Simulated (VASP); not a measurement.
Here is a VASP 6.6.1 calculation.

Contents of INCAR:

```
PREC = Accurate
ENCUT = 600
EDIFF = 1E-6
ISMEAR = 0
SIGMA = 0.01
LREAL = F
LASPH = T
NELM = 120
ALGO = Normal
ISIF = 2
LWAVE = F
LCHARG = F
GGA = PE
NBANDS = 11
GGA_COMPAT = F
```

File KPOINTS:

```
regular mesh
0
Gamma
  6 6 6
```

The input POSCAR:

```
AlN
1.0
    0.0000000000      2.2012621114      2.2012621114
    2.2012621114      0.0000000000      2.2012621114
    2.2012621114      2.2012621114      0.0000000000
Al N
1 1
Direct
    0.0000000000      0.0000000000      0.0000000000
    0.2500000000      0.2500000000      0.2500000000
```

Potentials or basis: VASP PAW PBE potentials, release 64 (Al, N).

Command:

```bash
$ cat potpaw_PBE.64/Al/POTCAR potpaw_PBE.64/N/POTCAR > POTCAR
$ mpirun -np 1 vasp_std > vasp.out
```

(1) Predict the pressure.

(2) Estimate the band gap on the k mesh.

Answers

(1) -0.3 GPa.

(2) 3.30 eV, indirect (least direct gap 3.99 eV).
